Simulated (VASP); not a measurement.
LiMgB4:

```
Li Mg B
1.0
     3.05172    0.00000    0.00000
    -1.52586    2.64287    0.00000
     0.00000    0.00000    5.35016
Li Mg B
1 1 4
Direct
  0.00000 0.00000 0.50000
  0.00000 0.00000 0.00000
  0.33333 0.66667 0.70560
  0.66667 0.33333 0.70560
  0.33333 0.66667 0.29440
  0.66667 0.33333 0.29440
```

* Program: VASP 6.6.1
* Task: relaxation of cell and atoms
* Functional: PBE
* Potentials or basis: VASP PAW PBE potentials, release 64 (Li_sv, Mg, B)
* Cutoff: 600 eV
* k mesh: 6 × 6 × 4
* Occupations: gaussian, width 0.1 eV
* Spin: no spin polarisation

At the start: pressure 25.0 GPa; volume 7.19 Å³/atom.

Task: Where does the relaxation end?

Result: Over 15 steps the energy falls by 199.3 meV/atom and the volume is 9.30 Å³/atom (+29.3 %); space group P6/mmm (No. 191, to 0.1 Å) before and after.

The path:
| step | energy change (eV) | largest force (eV/Å) | pressure (GPa) | volume (Å³) |
| --- | --- | --- | --- | --- |
| 1 | 0.0000 | 0.0935 | 24.99 | 43.15 |
| 2 | -0.4076 | 0.1455 | -4.65 | 50.54 |
| 3 | -0.4251 | 0.1311 | -0.46 | 49.12 |
| 4 | -0.5093 | 0.1703 | -0.22 | 49.71 |
| 5 | -0.5493 | 0.3775 | 0.69 | 50.10 |
| 6 | -0.6636 | 0.5554 | 1.47 | 50.83 |
| 7 | -0.8256 | 0.6846 | 3.63 | 52.06 |
| 8 | -0.9003 | 0.6742 | 0.74 | 53.68 |
| 9 | -0.9719 | 0.6026 | -4.51 | 57.16 |
| 10 | -1.0778 | 0.4425 | -2.62 | 56.81 |
| 11 | -1.1325 | 0.2165 | 0.23 | 56.37 |
| 12 | -1.1916 | 0.0444 | -1.09 | 56.37 |
| 13 | -1.1937 | 0.0022 | -1.34 | 56.36 |
| 14 | -1.1955 | 0.0352 | 0.57 | 55.57 |
| 15 | -1.1960 | 0.0235 | -0.02 | 55.81 |

Final structure:
```xyz
6
Lattice="3.0206 0.0000 0.0000 -1.5103 2.6159 0.0000 0.0000 0.0000 7.0633" Properties=species:S:1:pos:R:3 pbc="T T T"
Li    0.0000    0.0000    3.5316
Mg    0.0000    0.0000    0.0000
B     0.0000    1.7439    5.2899
B     1.5103    0.8720    5.2899
B     0.0000    1.7439    1.7734
B     1.5103    0.8720    1.7734
```

Caveat: the k points lie up to 0.40 Å⁻¹ apart in the final cell, too coarse for converged energies and pressures of a metal; the cutoff is under 1.25 times the usual one of these potentials, so pressure, stress and relaxed cells hold a basis-set (Pulay) error; the volume moved by over 15 % at a fixed basis, so the end points are rough.
